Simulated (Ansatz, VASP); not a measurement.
# Li in VASP and in Ansatz

```
CELL_PARAMETERS angstrom
1.54531 0.89219 7.56292
-1.54531 0.89219 7.56292
0.00000 -1.78437 7.56292
ATOMIC_POSITIONS crystal
Li 0.00000 0.00000 0.00000
Li 0.22200 0.22200 0.22200
Li 0.77800 0.77800 0.77800
```

Change from the starting cell: volume scaled by 0.99, crystal datasets.

Alike in both runs: task electric field gradients; functional LDA; k mesh 12 × 12 × 12; occupations fermi-dirac, width 0.08 eV; no spin polarisation.

```csv
,VASP,Ansatz
version,VASP 6.6.1,Ansatz 0.2.0
potentials or method,"VASP PAW LDA potentials, release 64 (Li_sv), cutoff 520 eV","all-electron PAW with datasets made for the crystal, scalar-relativistic"
```

|  | VASP | Ansatz | Ansatz less VASP |
| --- | --- | --- | --- |
| rms of the force components (eV/Å) | 0.004 | 0.004 | -0.0002 |

LDA's correlation is that of Perdew and Zunger in VASP and of Perdew and Wang (1992) in Ansatz. Atom by atom the forces differ by 0.000 eV/Å (rms over components). Ansatz ran all-electron here, and VASP with PAW potentials. Ansatz's warnings: printed levels off.

Noted on VASP's run: the cutoff is short for stress, so the pressure is rough.
